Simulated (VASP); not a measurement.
Runs of VASP 6.6.1 on RbZn2. The structure is that of space group P6/mmm (No. 191), or close to it. The cells are those of the table. 

```tsv
task	cell	k mesh	cutoff (eV)	gap on the mesh (eV)	pressure (GPa)	relaxed volume (Å³/atom)
relaxation of cell and atoms	relaxed from a = 4.487, b = 4.487, c = 5.526 Å, angles 90.0, 90.0, 120.0°, 3 atoms	12 × 12 × 8	600	none	0.0	(a)
single point	a = 5.028, b = 5.028, c = 3.196 Å, angles 90.0, 90.0, 120.0°, 3 atoms	6 × 6 × 6	520	none	5.8	-
relaxation of cell and atoms	relaxed from a = 5.028, b = 5.028, c = 3.196 Å, angles 90.0, 90.0, 120.0°, 3 atoms	6 × 6 × 6	600	none	-0.1	31.04
single point	a = 4.487, b = 4.487, c = 5.526 Å, angles 90.0, 90.0, 120.0°, 3 atoms	6 × 6 × 6	520	none	0.0	-
single point	a = 4.520, b = 4.520, c = 5.522 Å, angles 90.0, 90.0, 120.0°, 3 atoms	12 × 12 × 8	520	none	0.1	-
```

Alike in all rows: level PBE; potentials or basis VASP PAW PBE potentials, release 64 (Rb_sv, Zn); no spin polarisation; smearing gaussian 0.1 eV.

Q: Fill in the values left out.

A: (a) 32.60.

Caveats: the cell stands under pressure (at least some runs); the volume moved by over 15 % at a fixed basis, so the end points are rough (at least some runs).

A k mesh can miss the band edges, and the runs leave out spin-orbit coupling on Rb.

A gap of «none» marks levels without a gap at the run's occupations.
